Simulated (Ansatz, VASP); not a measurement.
Two plane-wave programs on AlN

```
Al N
1.0
     3.10391    0.00000    0.00000
    -1.55196    2.68807    0.00000
     0.00000    0.00000    4.97532
Al N
2 2
Direct
  0.31458 0.66667 0.00173
  0.68542 0.33333 0.50173
  0.34992 0.66667 0.38327
  0.65008 0.33333 0.88327
```

Change from the starting cell: mode 4 frozen in at -0.059 Å, equal normal strain along x, y and z -0.0083.

Alike in both runs: task single point; functional PBE; k mesh 9 × 9 × 6; occupations gaussian, width 0.05 eV; no spin polarisation.

|  | VASP | Ansatz |
| --- | --- | --- |
| version | VASP 6.6.1 | Ansatz 0.2.0 |
| potentials or method | VASP PAW PBE potentials, release 64 (Al, N), cutoff 520 eV | scalar-relativistic, plane waves, PAW |
| valence electrons in the cell | 16 | 16 |

```tsv
	VASP	Ansatz	Ansatz less VASP
gap on the k mesh at the Fermi level (eV)	4.23	4.22	-0.010
least direct gap on the mesh (eV)	4.23	4.22	-0.010
pressure (GPa)	4.8	5.0	+0.18
traceless stress, the component that is largest in VASP (GPa)	0.20	0.21	+0.014
rms of the force components (eV/Å)	0.147	0.146	-0.0006
```

Atom by atom the forces differ by 0.001 eV/Å (rms over components).
